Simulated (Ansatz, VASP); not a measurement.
Cs in VASP and in Ansatz

File INCAR:

```
SYSTEM = Cs
ALGO = Normal ; EDIFF = 1E-6
ENCUT = 500 ; GGA_COMPAT = .FALSE.
ISIF = 2 ; ISMEAR = -1
LASPH = .TRUE. ; LCHARG = .FALSE.
LREAL = .FALSE. ; LWAVE = .FALSE.
NBANDS = 10 ; NELM = 120
PREC = Accurate ; SIGMA = 0.05
```

KPOINTS

```
k-points
0
G
  6 6 6
  0 0 0
```

Contents of POSCAR:

```
Cs
1.0
   -3.1898230911      3.1898230911      3.1898230911
    3.1898230911     -3.1898230911      3.1898230911
    3.1898230911      3.1898230911     -3.1898230911
Cs
1
Direct
    0.0000000000      0.0000000000      0.0000000000
```

The input input.yaml:

```yaml
crystal:
  lattice:
    - [-3.1898230911, 3.1898230911, 3.1898230911]
    - [3.1898230911, -3.1898230911, 3.1898230911]
    - [3.1898230911, 3.1898230911, -3.1898230911]
  atoms:
    - { symbol: Cs, position: [0.0, 0.0, 0.0] }
hamiltonian:
  xc: lda
  pseudopotentials: { kind: paw }
kpoints:
  mp_grid: { grid: [6, 6, 6] }
scf:
  occupations: { method: fermi_dirac, width: 0.05 }
output:
  forces: true
  stress: true
  eigenvalues: true
  write_density: true
  write_potential: true
  elf: true
  volumetric_format: npy
```

Alike in both runs: task single point; functional LDA; k mesh 6 × 6 × 6; occupations fermi-dirac, width 0.05 eV; no spin polarisation.

|  | VASP | Ansatz |
| --- | --- | --- |
| version | VASP 6.6.1 | Ansatz 0.2.0 |
| potentials or method | VASP PAW LDA potentials, release 64 (Cs_sv) | Ansatz PAW |
| plane-wave cutoff (eV) | 500 | 420 |
| valence electrons in the cell | 9 | 9 |

Ansatz gave:

| Quantity | Value |
| --- | --- |
| gap on the k mesh at the Fermi level (eV) | none |
| pressure (GPa) | -0.4 |

Problem. Which values does VASP return?

Solution. gap on the k mesh at the Fermi level (eV): none; pressure (GPa): -0.5.

LDA's correlation is that of Perdew and Zunger in VASP and of Perdew and Wang (1992) in Ansatz. A gap of «none» marks a metal or a gap that the smearing closes.

Neither program's run includes spin-orbit coupling.
